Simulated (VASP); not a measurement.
Input of a VASP 6.6.1 run:

File POSCAR:

```
CO2
1.0
    5.0693110000      0.0000000000      0.0000000000
    0.0000000000      5.0693110000      0.0000000000
    0.0000000000      0.0000000000      7.2320250000
C O
4 8
Direct
    0.9887920000      0.0112080000      0.7500000000
    0.0112080000      0.9887920000      0.2500000000
    0.5112080000      0.5112080000      0.5000000000
    0.4887920000      0.4887920000      0.0000000000
    0.6749860000      0.3476070000      0.4926710000
    0.3250140000      0.6523930000      0.9926710000
    0.8476070000      0.8250140000      0.2426710000
    0.1523930000      0.1749860000      0.7426710000
    0.6523930000      0.3250140000      0.0073290000
    0.3476070000      0.6749860000      0.5073290000
    0.8250140000      0.8476070000      0.7573290000
    0.1749860000      0.1523930000      0.2573290000
```

The input INCAR.step1:

```
PREC = Accurate
ENCUT = 520
ISMEAR = -1
SIGMA = 0.02
LREAL = F
LASPH = T
NELM = 100
NBANDS = 44
GGA = PE
ALGO = Normal
EDIFF = 1E-4
LWAVE = T
LCHARG = F
```

Contents of INCAR.step2:

```
PREC = Accurate
ENCUT = 520
EDIFF = 1E-8
ISMEAR = -1
SIGMA = 0.02
LREAL = F
LASPH = T
NELM = 100
ALGO = Normal
ISIF = 2
LWAVE = F
LCHARG = F
METAGGA = R2SCAN
LMIXTAU = T
LEFG = T
NBANDS = 44
ISTART = 1
```

Contents of KPOINTS:

```
regular mesh
0
Gamma
  5 5 4
```

Potentials or basis: VASP PAW PBE potentials, release 64 (C, O).

Launch:

```bash
$ cat potpaw_PBE.64/C/POTCAR potpaw_PBE.64/O/POTCAR > POTCAR
$ cp INCAR.step1 INCAR
$ mpirun -np 1 vasp_std > vasp.out
$ cp INCAR.step2 INCAR
$ mpirun -np 1 vasp_std > vasp.out
```

(1) What does it give for the pressure?

(2) Predict the largest force.

(3) Predict the band gap on the k mesh.

Results:

(1) -2.4 GPa.

(2) 0.778 eV/Å.

(3) 7.05 eV, direct.

Caveat: without QUAD_EFG the Cq values of the log hold for a quadrupole moment of 1 mb, not for the nuclei; the PAW data sets were made with another functional, which shifts forces and pressure a little.
